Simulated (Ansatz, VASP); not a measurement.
## Cu: VASP beside Ansatz

```
CELL_PARAMETERS angstrom
0.00000 1.75981 1.75981
1.75981 0.00000 1.75981
1.75981 1.75981 0.00000
ATOMIC_POSITIONS crystal
Cu 0.00000 0.00000 0.00000
```

Alike in both runs: functional LDA; k mesh 10 × 10 × 10; occupations gaussian, width 0.1 eV; no spin polarisation.

Ansatz relaxed the structure, and its values are those at the end. VASP's run is a single point on that final structure, the one shown.

|  | VASP | Ansatz |
| --- | --- | --- |
| version | VASP 6.6.1 | Ansatz 0.2.0 |
| potentials or method | VASP PAW LDA potentials, release 64 (Cu_sv_GW), cutoff 820 eV | scalar-relativistic, plane waves, PAW |
| valence electrons in the cell | 19 | 19 |

VASP gave:

```
gap on the k mesh at the Fermi level (eV) : none
pressure (GPa)                            : -0.7
```

Task: What did Ansatz give for the same quantities?

Result: gap on the k mesh at the Fermi level (eV): none; pressure (GPa): -0.3.

Ansatz warns that its potentials were made for another functional, while VASP's fit it. LDA's correlation is that of Perdew and Zunger in VASP and of Perdew and Wang (1992) in Ansatz. A gap of «none» marks a metal or a gap that the smearing closes.
